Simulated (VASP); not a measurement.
A run of VASP 6.6.1 is set up as follows.

The input INCAR:

```
SYSTEM = SiMo3
  ALGO = Normal
  EDIFF = 1E-6
  ENCUT = 500
  GGA = PE
  GGA_COMPAT = .FALSE.
  ISIF = 2
  ISMEAR = 0
  LASPH = .TRUE.
  LCHARG = .FALSE.
  LREAL = .FALSE.
  LWAVE = .FALSE.
  NBANDS = 31
  NELM = 120
  PREC = Accurate
  SIGMA = 0.2
```

KPOINTS

```
k-points
0
G
  5 5 5
  0 0 0
```

POSCAR

```
SiMo3
1.0
    3.8890873000      0.0000000000      0.0000000000
    0.0000000000      3.8890873000      0.0000000000
    0.0000000000      0.0000000000      3.9650000000
Si Mo
1 3
Direct
    0.5000000000      0.5000000000      0.5000000000
    0.5000000000      0.0000000000      0.0000000000
    0.0000000000      0.5000000000      0.0000000000
    0.0000000000      0.0000000000      0.5000000000
```

Potentials or basis: VASP PAW PBE potentials, release 64 (Si, Mo_sv).

Launch:

```sh
$ cat potpaw_PBE.64/Si/POTCAR potpaw_PBE.64/Mo_sv/POTCAR > POTCAR
$ mpirun -np 1 vasp_std > vasp.out
```

Problem. What does it give for the band gap on the k mesh?

Solution. Zero (bands 23 and 24 overlap by 0.85 eV).

Problem. Estimate the pressure.

Solution. 0.6 GPa.

Stress tensor (GPa, compression positive):
```
0.69 0.00 0.00
0.00 0.69 0.00
0.00 0.00 0.42
```
